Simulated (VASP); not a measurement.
BN, 2 atoms in the cell. Symmetry: R3m, No. 160, trigonal system. Conventional cell: a = 2.536 Å, b = 2.536 Å, c = 10.119 Å, α = 90.00°, β = 90.00°, γ = 120.00°. B (site symmetry 3m) has 3 N at 1.46 Å within 2.0 Å. Within 2.0 Å of N (site symmetry 3m) lie 3 B at 1.46 Å. 

```yaml
Program: VASP 6.6.1
Task: single point
Functional: PBEsol
Potentials_or_basis: VASP PAW PBE potentials, release 64 (B, N)
Cutoff: 520 eV
k_mesh: 10 × 10 × 10
Occupations: fermi-dirac, width 0.02 eV
Spin: no spin polarisation
Dipole_correction: no
Further_INCAR_settings: ALGO = Normal; EDIFF = 1e-06; NBANDS = 11
```

Potentials or basis: VASP PAW PBE potentials, release 64 (B, N).

Launch:

```sh
$ cat potpaw_PBE.64/B/POTCAR potpaw_PBE.64/N/POTCAR > POTCAR
$ mpirun -np 1 vasp_std > vasp.out
```

Hardware: 1 thread of AMD EPYC 9R45 96-Core Processor (Zen 5), with other jobs on the host.

How long does it take, and how much memory?

Wall time 16 s on 1 thread of AMD EPYC 9R45 96-Core Processor (Zen 5) (shared host), peak memory 0.13 GiB. Counts: scf iterations 12, k points 116.
